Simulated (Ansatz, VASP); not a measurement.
## One calculation of Y, two programs

```
Y
1.0
     3.65150    0.00000    0.00000
    -1.82575    3.16229    0.00000
     0.00000    0.00000    6.03477
Y
2
Direct
  0.33333 0.66667 0.25000
  0.66667 0.33333 0.75000
```

Change from the starting cell: strain +0.000 along x and y, +0.050 along z, atoms carried along.

Alike in both runs: task single point; functional PBE; k mesh 18 × 18 × 8; occupations gaussian, width 0.15 eV; no spin polarisation.

```csv
,VASP,Ansatz
version,VASP 6.6.1,Ansatz 0.2.0
potentials or method,"VASP PAW PBE potentials, release 64 (Y_sv), cutoff 520 eV","scalar-relativistic, plane waves, PAW"
valence electrons in the cell,22,22
```

|  | VASP | Ansatz | Ansatz less VASP |
| --- | --- | --- | --- |
| gap on the k mesh at the Fermi level (eV) | none | none | - |
| pressure (GPa) | -2.2 | -2.1 | +0.07 |
| traceless stress, the component that is largest in VASP (GPa) | -1.99 | -1.99 | -0.005 |

A gap of «none» marks a metal or a gap that the smearing closes.
